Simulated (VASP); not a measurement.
# Cl (Cmce) in VASP: notebook

Cl is run at these levels: r2SCAN; tasks: single point.

Everything below comes from runs of VASP 6.6.1. Logs are shortened: lines on timing, memory, paths and dates and some standing lists are left out, and cuts for length are marked.

### Step 1. The cell of the first run

It takes space group Cmce (No. 64, orthorhombic). Conventional cell: a = 6.328 Å, b = 4.062 Å, c = 8.170 Å, α = 90.00°, β = 90.00°, γ = 90.00°. Within 2.7 Å of Cl (site symmetry m) lie 1 Cl at 2.01 Å.

### Step 2. Single point, r2SCAN (26.25 Å³/atom)

File POSCAR:

```
Cl
1.0
    3.1641055298     -2.0308786737      0.0000000000
    3.1641055298      2.0308786737      0.0000000000
    0.0000000000      0.0000000000      8.1699767115
Cl
4
Direct
    0.8773015986      0.1226984014      0.1069793984
    0.6226984014      0.3773015986      0.6069793984
    0.1226984014      0.8773015986      0.8930206016
    0.3773015986      0.6226984014      0.3930206016
```

File INCAR.step1:

```
PREC = Accurate ; ENCUT = 520
ISMEAR = 0 ; SIGMA = 0.02
LREAL = False ; LASPH = True
NELM = 60 ; NBANDS = 22
GGA = PE ; ALGO = Normal
EDIFF = 1E-4 ; LWAVE = True
LCHARG = False
```

File INCAR.step2:

```
PREC = Accurate ; ENCUT = 520
EDIFF = 1E-7 ; ISMEAR = 0
SIGMA = 0.02 ; LREAL = False
LASPH = True ; NELM = 60
ALGO = Normal ; ISIF = 2
LWAVE = False ; LCHARG = False
METAGGA = R2SCAN ; LMIXTAU = True
NBANDS = 22 ; ISTART = 1
```

File KPOINTS:

```
regular mesh
0
Gamma
  6 6 4
```

Potentials or basis: VASP PAW PBE potentials, release 64 (Cl).

Run with:

```
> cat potpaw_PBE.64/Cl/POTCAR > POTCAR
> cp INCAR.step1 INCAR
> mpirun -np 1 vasp_std > vasp.out
> cp INCAR.step2 INCAR
> mpirun -np 1 vasp_std > vasp.out
```

OUTCAR:

```text
PREC = Accurate
   ENCUT = 520
   EDIFF = 1E-7
   ISMEAR = 0
   LREAL = False
   LASPH = True
   NELM = 60
   ISIF = 2
   METAGGA = R2SCAN
   ISTART = 1

 ion  position               nearest neighbor table
   1  0.877  0.123  0.107-   3 2.01
   2  0.623  0.377  0.607-   4 2.01
   3  0.123  0.877  0.893-   1 2.01
   4  0.377  0.623  0.393-   2 2.01

  LATTYP: Found a base centered orthorhombic cell.
 ALAT       =     4.0617573474
 B/A-ratio  =     1.5579983043
 C/A-ratio  =     2.0114388952

  Lattice vectors:

 A1 = (  -3.1641055298,  -2.0308786737,   0.0000000000)
 A2 = (   3.1641055298,  -2.0308786737,   0.0000000000)
 A3 = (   0.0000000000,   0.0000000000,   8.1699767115)

Analysis of symmetry for initial positions (statically):
=====================================================================
 Subroutine PRICEL returns:
 Original cell was already a primitive cell.

 Routine SETGRP: Setting up the symmetry group for a
 base centered orthorhombic supercell.

 Subroutine GETGRP returns: Found  8 space group operations
 (whereof  4 operations were pure point group operations)
 out of a pool of  8 trial point group operations.

The static configuration has the point symmetry C_2h.
 The point group associated with its full space group is D_2h.

Analysis of symmetry for dynamics (positions and initial velocities):
=====================================================================
 Subroutine PRICEL returns:
 Original cell was already a primitive cell.

 Routine SETGRP: Setting up the symmetry group for a
 base centered orthorhombic supercell.

 Subroutine GETGRP returns: Found  8 space group operations
 (whereof  4 operations were pure point group operations)
 out of a pool of  8 trial point group operations.

The dynamic configuration has the point symmetry C_2h.
 The point group associated with its full space group is D_2h.

 Subroutine INISYM returns: Found  8 space group operations
 (whereof  4 operations are pure point group operations),
 and found     1 'primitive' translations

----------------------------------------------------------------------------------------

                                     Primitive cell

  volume of cell :     104.9991

  direct lattice vectors                    reciprocal lattice vectors
     3.164105530 -2.030878674  0.000000000     0.158022542 -0.246198853  0.000000000
     3.164105530  2.030878674  0.000000000     0.158022542  0.246198853  0.000000000
     0.000000000  0.000000000  8.169976712     0.000000000  0.000000000  0.122399370

  length of vectors
     3.759791482  3.759791482  8.169976712     0.292549140  0.292549140  0.122399370

  position of ions in fractional coordinates (direct lattice)
     0.877301599  0.122698401  0.106979398
     0.622698401  0.377301599  0.606979398
     0.122698401  0.877301599  0.893020602
     0.377301599  0.622698401  0.393020602

  ion indices of the primitive-cell ions
   primitive index   ion index
                 1           1
                 2           2
                 3           3
                 4           4

----------------------------------------------------------------------------------------

 KPOINTS: regular mesh

Automatic generation of k-mesh.
 Grid dimensions read from file:
 generate k-points for:    6    6    4

 Generating k-lattice:

  Cartesian coordinates                     Fractional coordinates (reciprocal lattice)
     0.026337090 -0.041033142  0.000000000     0.166666667  0.000000000  0.000000000
     0.026337090  0.041033142  0.000000000     0.000000000  0.166666667  0.000000000
     0.000000000  0.000000000  0.030599842     0.000000000  0.000000000  0.250000000

  Length of vectors
     0.048758190  0.048758190  0.030599842

  Shift w.r.t. Gamma in fractional coordinates (k-lattice)
     0.000000000  0.000000000  0.000000000

 Subroutine IBZKPT returns following result:
 ===========================================

 Found     39 irreducible k-points:

 Following reciprocal coordinates:
            Coordinates               Weight
  0.000000  0.000000  0.000000      1.000000
  0.166667  0.000000  0.000000      4.000000
  0.333333  0.000000  0.000000      4.000000
  0.500000  0.000000  0.000000      2.000000
  0.166667  0.166667  0.000000      2.000000
  0.333333  0.166667  0.000000      4.000000
[... 16 lines left out ...]
  0.333333  0.333333  0.250000      4.000000
  0.500000  0.333333  0.250000      8.000000
 [... further k-points ...]
   k-points           NKPTS =     39   k-points in BZ     NKDIM =     39   number of bands    NBANDS=     22
   number of dos      NEDOS =    301   number of ions     NIONS =      4
   total plane-waves  NPLWV =  50176
   dimension x,y,z NGX =    28 NGY =   28 NGZ =   64
   dimension x,y,z NGXF=    56 NGYF=   56 NGZF=  128
   ions per type =               4
   NGX,Y,Z   is equivalent  to a cutoff of  12.38, 12.38, 13.02 a.u.
   NGXF,Y,Z  is equivalent  to a cutoff of  24.76, 24.76, 26.05 a.u.
 SYSTEM =  unknown system
   PREC   = accura    normal or accurate (medium, high low for compatibility)
   ISTART =      1    job   : 0-new  1-cont  2-samecut
   ICHARG =      0    charge: 1-file 2-atom 10-const
   ISPIN  =      1    spin polarized calculation?
   LNONCOLLINEAR =      F non collinear calculations
   LSORBIT =      F    spin-orbit coupling
   LASPH  =      T    aspherical Exc in radial PAW
   ENCUT  =  520.0 eV  38.22 Ry    6.18 a.u.   6.99  6.99 15.19*2*pi/ulx,y,z
   NELM   =     60;   NELMIN=  2; NELMDL=  0     # of ELM steps
   EDIFF  = 0.1E-06   stopping-criterion for ELM
   LREAL  =      F    real-space projection
   EDIFFG = 0.1E-05   stopping-criterion for IOM
   NSW    =      0    number of steps for IOM
   IBRION =     -1    ionic relax: 0-MD 1-quasi-New 2-CG
   NFREE  =      0    steps in history (QN), initial steepest desc. (CG)
   ISIF   =      2    stress and relaxation
   ISYM   =      2    0-nonsym 1-usesym 2-fastsym
   POTIM  = 0.5000    time-step for ionic-motion
   TEBEG  =    0.0;   TEEND  =   0.0 temperature during run
   PSTRESS=    0.0 pullay stress
   NELECT =      28.0000    total number of electrons
   NUPDOWN=      -1.0000    fix difference up-down
   EMIN   =  10.00;   EMAX   =-10.00  energy-range for DOS
   EFERMI =   0.00;   METHOD = LEGACY
   ISMEAR =     0;   SIGMA  =   0.02  broadening in eV -4-tet -1-fermi 0-gaus
   EFERMI_NEDOS =   21; number of points for ismear=-14 and -15
   IALGO  =     38    algorithm
   IMIX   =      4    mixing-type and parameters
     AMIX     =   0.40;   BMIX     =  1.00
     AMIX_MAG =   1.60;   BMIX_MAG =  1.00
  volume/ion in A,a.u.               =      26.25       177.14
  Fermi-wavevector in a.u.,A,eV,Ry     =   1.053737  1.991274 15.107390  1.110362
  Thomas-Fermi vector in A             =   2.188870
   LORBIT       =      0    0 simple, 1 ext, 2 COOP (PROOUT), +10 PAW based schemes
   METAGGA = R2SCAN    functional components
   LHFCALC =     F    Hartree Fock is set to
   AEXX    =    0.0000 exact exchange contribution
   IVDW    =     0    specifies the selected vdW correction
   LEPSILON=     F    determine dielectric tensor
   LRPA    =     F    only Hartree local field effects (RPA)
 non-spin polarized calculation
 Gauss-broadening in eV      SIGMA  =   0.02
  energy-cutoff  :      520.00
  volume of cell :      105.00
 maximum number of plane-waves:      2860
   NGX = 13   NGY = 13   NGZ = 31

 number of electron      27.9999998 magnetization

 Free energy of the ion-electron system (eV)
  ---------------------------------------------------
  ext. energy  EPLUGINS =         0.00000000
  ---------------------------------------------------
  free energy    TOTEN  =       -24.58968528 eV

  energy without entropy =      -24.58968528  energy(sigma->0) =      -24.58968528

 E-fermi :  -0.0308     XC(G=0):  -8.6762

 val. band max:       -0.1495003292   @ k =   0.0000   0.0000   0.0000
 cond. band min:       2.4965292775   @ k =   0.0000   0.0000   0.0000
 fundamental gap:      2.6460296068
 Fermi energy:        -0.0308110972

 k-point     1 :       0.0000    0.0000    0.0000
  band No.  band energies     occupation
      1     -17.7571      2.00000
      2     -17.4206      2.00000
      3     -13.7078      2.00000
      4     -12.7529      2.00000
      5      -6.0791      2.00000
      6      -4.6411      2.00000
[... 14 lines left out ...]
     21      11.3088      0.00000
     22      11.3446      0.00000

 k-point     2 :       0.1667    0.0000    0.0000
  band No.  band energies     occupation
      1     -17.6849      2.00000
      2     -17.3889      2.00000
      3     -13.6388      2.00000
      4     -12.8163      2.00000
      5      -6.0531      2.00000
      6      -4.7797      2.00000
[... 14 lines left out ...]
     21      10.6571      0.00000
     22      11.4518      0.00000

 k-point     3 :       0.3333    0.0000    0.0000
  band No.  band energies     occupation
      1     -17.5171      2.00000
      2     -17.3406      2.00000
      3     -13.4600      2.00000
      4     -12.9917      2.00000
      5      -5.9645      2.00000
      6      -5.2105      2.00000
[... 14 lines left out ...]
     21      11.2386      0.00000
     22      11.9048      0.00000
[... 476 lines left out ...]
 k-point    23 :       0.3333    0.3333    0.2500
  band No.  band energies     occupation
      1     -17.5190      2.00000
      2     -17.3160      2.00000
      3     -13.3957      2.00000
      4     -12.8375      2.00000
      5      -5.7519      2.00000
      6      -4.9688      2.00000
[... 14 lines left out ...]
     21      10.8304      0.00000
     22      11.3560      0.00000

 k-point    24 :       0.5000    0.3333    0.2500
  band No.  band energies     occupation
      1     -17.4431      2.00000
      2     -17.2773      2.00000
      3     -13.3356      2.00000
      4     -12.8928      2.00000
      5      -5.7120      2.00000
      6      -5.0878      2.00000
[... 14 lines left out ...]
     21      10.8695      0.00000
     22      11.6502      0.00000

 [... further k-points ...]

------------------------ aborting loop because EDIFF is reached ----------------------------------------

  FORCE on cell =-STRESS in cart. coord.  units (eV):
  Direction    XX          YY          ZZ          XY          YZ          ZX
  --------------------------------------------------------------------------------------
  -------------------------------------------------------------------------------------
  Total        0.2952254      0.1196353     -0.2535125      0.0000000      0.0000000      0.0000000
  in kB        4.5048322      1.8255094     -3.8683368      0.0000000      0.0000000      0.0000000
  external PRESSURE =       0.8206683 kB  Pullay stress =       0.0000000 kB

 VOLUME and BASIS-vectors are now :
 -----------------------------------------------------------------------------
  energy-cutoff  :      520.00
  volume of cell :      105.00
      direct lattice vectors                 reciprocal lattice vectors
     3.164105530 -2.030878674  0.000000000     0.158022542 -0.246198853  0.000000000
     3.164105530  2.030878674  0.000000000     0.158022542  0.246198853  0.000000000
     0.000000000  0.000000000  8.169976712     0.000000000  0.000000000  0.122399370

 POSITION                                       TOTAL-FORCE (eV/Angst)
 -----------------------------------------------------------------------------------
      3.16411     -1.53251      0.87402         0.000000     -0.090516     -0.166392
      3.16411     -0.49837      4.95901         0.000000      0.090516     -0.166392
      3.16411      1.53251      7.29596         0.000000      0.090516      0.166392
      3.16411      0.49837      3.21097         0.000000     -0.090516      0.166392
 -----------------------------------------------------------------------------------
    total drift:                               -0.000000      0.000000      0.000000

  FREE ENERGIE OF THE ION-ELECTRON SYSTEM (eV)
  ---------------------------------------------------
  free  energy   TOTEN  =       -24.5896852758 eV

  energy  without entropy=      -24.5896852758  energy(sigma->0) =      -24.58968528
```

It took 8.7 min on 1 thread of Oxide Virtual Turin-like, shared host; peak memory 0.21 GiB.

What came out:

| Property | Result |
| --- | --- |
| Free energy | -24.5897 eV |
| Pressure | 0.1 GPa |
| Largest force | 0.189 eV/Å |
| Band gap on the k mesh | 2.65 eV |

Forces on the atoms (eV/Å):
```
Cl   0.000 -0.091 -0.166
Cl   0.000  0.091 -0.166
Cl   0.000  0.091  0.166
Cl   0.000 -0.091  0.166
```

Caveat: the PAW data sets were made with another functional, which shifts forces and pressure a little.

### Step 3. Single point, r2SCAN (27.09 Å³/atom)

This run uses another cell than the first one, of 27.09 Å³/atom.

File POSCAR:

```
Cl
1.0
    3.2147099876     -2.0507228746      0.0000000000
    3.2147099876      2.0507228746      0.0000000000
    0.0000000000      0.0000000000      8.2177109783
Cl
4
Direct
    0.8788955027      0.1211044973      0.1064270229
    0.6211044973      0.3788955027      0.6064270229
    0.1211044973      0.8788955027      0.8935729771
    0.3788955027      0.6211044973      0.3935729771
```

File INCAR.step1:

```
SYSTEM = Cl
PREC = Accurate
ENCUT = 520
ISMEAR = 0
SIGMA = 0.02
LREAL = .False.
LASPH = .True.
NELM = 100
NBANDS = 22
GGA = PE
ALGO = Normal
EDIFF = 1E-4
LWAVE = .True.
LCHARG = .False.
```

File INCAR.step2:

```
SYSTEM = Cl
PREC = Accurate
ENCUT = 520
EDIFF = 1E-6
ISMEAR = 0
SIGMA = 0.02
LREAL = .False.
LASPH = .True.
NELM = 100
ALGO = Normal
ISIF = 2
LWAVE = .False.
LCHARG = .False.
METAGGA = R2SCAN
LMIXTAU = .True.
NBANDS = 22
ISTART = 1
```

File KPOINTS:

```
regular mesh
0
Gamma
  6 6 4
  0 0 0
```

Potentials or basis: VASP PAW PBE potentials, release 64 (Cl).

Run with:

```
> cat potpaw_PBE.64/Cl/POTCAR > POTCAR
> cp INCAR.step1 INCAR
> mpirun -np 1 vasp_std > vasp.out
> cp INCAR.step2 INCAR
> mpirun -np 1 vasp_std > vasp.out
```

It took 6.7 min on 1 thread of Oxide Virtual Turin-like, shared host; peak memory 0.21 GiB.

It converged, with:

- Free energy: -24.5982 eV
- Pressure: -0.2 GPa
- Largest force: 0.190 eV/Å
- Band gap on the k mesh: 2.66 eV

Forces on the atoms (eV/Å):
```
Cl   0.000 -0.092 -0.166
Cl   0.000  0.092 -0.166
Cl   0.000  0.092  0.166
Cl   0.000 -0.092  0.166
```

Stress tensor (GPa, compression positive):
```
 0.14  0.00  0.00
 0.00 -0.11  0.00
 0.00  0.00 -0.67
```

Levels at points of the mesh, in eV from the valence-band top:
```csv
k point,band 10,band 11,band 12,band 13,band 14,band 15,band 16,band 17,band 18,band 19
"(0.00, 0.00, 0.00)",-2.34,-0.89,-0.37,-0.13,0.00,2.66,3.60,7.53,7.76,9.20
"(0.50, 0.00, 0.00)",-2.74,-0.84,-0.84,-0.27,-0.27,3.34,3.34,8.63,8.63,10.90
"(0.50, 0.50, 0.00)",-2.85,-1.44,-1.11,-0.42,-0.21,2.75,3.37,8.91,9.05,9.58
"(0.00, 0.00, 0.50)",-2.40,-0.76,-0.76,-0.06,-0.06,3.07,3.07,7.94,7.94,10.07
"(0.50, 0.00, 0.50)",-2.78,-0.62,-0.62,-0.07,-0.07,3.08,3.08,8.91,8.91,10.38
"(0.50, 0.50, 0.50)",-2.84,-0.87,-0.87,-0.79,-0.79,3.01,3.01,9.52,9.52,10.43
```

Caveat: the PAW data sets were made with another functional, which shifts forces and pressure a little. A k mesh can miss the band edges.
